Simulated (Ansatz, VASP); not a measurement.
**CdS: VASP beside Ansatz**

File INCAR:

```
ALGO = Normal
EDIFF = 1E-6
ENCUT = 500
GGA = PE
GGA_COMPAT = F
ISIF = 2
ISMEAR = -1
LASPH = T
LCHARG = F
LREAL = F
LWAVE = F
NBANDS = 16
NELM = 120
PREC = Accurate
SIGMA = 0.02
```

Contents of KPOINTS:

```
k-points
0
Gamma
  8 8 8
```

Contents of POSCAR:

```
CdS
1.0
    0.0000000000      2.9392148430      2.9686069915
    2.9392148430      0.0000000000      2.9686069915
    2.9392148430      2.9392148430      0.0000000000
Cd S
1 1
Direct
    0.0000000000      0.0000000000      0.0000000000
    0.2500000000      0.2500000000      0.2500000000
```

Input for Ansatz:

```yaml
crystal:
  lattice:
    - [0.0, 2.939214843, 2.9686069915]
    - [2.939214843, 0.0, 2.9686069915]
    - [2.939214843, 2.939214843, 0.0]
  atoms:
    - { symbol: Cd, position: [0.0, 0.0, 0.0] }
    - { symbol: S, position: [0.25, 0.25, 0.25] }
kpoints:
  mp_grid: { grid: [8, 8, 8] }
  band_path:
    path:
      - [0.0, 0.0, 0.0]
      - [-0.5, -0.5, 0.0]
      - [-0.375, -0.375, 0.25]
      - [-0.375, 0.0, 0.375]
      - [0.0, 0.0, 0.5]
      - [-0.5, -0.25, 0.25]
    npoints: 1
hamiltonian:
  xc: pbe
scf:
  occupations: { method: fermi_dirac, width: 0.02 }
  n_extra_bands: 4
output:
  forces: true
  stress: true
  eigenvalues: true
```

Change from the starting cell: uniaxial_z strain +1.0%.

Alike in both runs: task single point; functional PBE; k mesh 8 × 8 × 8; occupations fermi-dirac, width 0.02 eV; no spin polarisation.

|  | VASP | Ansatz |
| --- | --- | --- |
| version | VASP 6.6.1 | Ansatz 0.2.0 |
| potentials or method | VASP PAW PBE potentials, release 64 (Cd, S) | plane waves, PAW |
| plane-wave cutoff (eV) | 500 | 420 |
| valence electrons in the cell | 18 | 26 |

Ansatz gave:

- gap on the k mesh at the Fermi level (eV): 1.06
- pressure (GPa): 0.8
- traceless stress, the component that is largest in VASP (GPa): -0.13

Q: What did VASP give for the same quantities?

A: gap on the k mesh at the Fermi level (eV): 1.07; pressure (GPa): 1.1; traceless stress, the component that is largest in VASP (GPa): -0.12.

VASP's potentials hold 18 valence electrons a cell and Ansatz's 26, so a difference there can come from the potentials and not from the codes.
